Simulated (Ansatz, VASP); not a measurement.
## One calculation of Ca, two programs

```
CELL_PARAMETERS angstrom
0.00000 2.73716 2.73716
2.73716 0.00000 2.73716
2.73716 2.73716 0.00000
ATOMIC_POSITIONS crystal
Ca 0.00000 0.00000 0.00000
```

Change from the starting cell: volume scaled by 0.94.

Alike in both runs: task single point; functional PBEsol; k mesh 11 × 11 × 11; occupations fermi-dirac, width 0.05 eV; no spin polarisation.

|  | VASP | Ansatz |
| --- | --- | --- |
| version | VASP 6.6.1 | Ansatz 0.2.0 |
| potentials or method | VASP PAW PBE potentials, release 64 (Ca_sv), cutoff 520 eV | all-electron LAPW, scalar-relativistic |

```csv
,VASP,Ansatz,Ansatz less VASP
pressure (GPa),-0.2,-0.2,+0.01
```

VASP's potentials were made for PBE, not for PBEsol. Ansatz ran all-electron here, and VASP with PAW potentials.
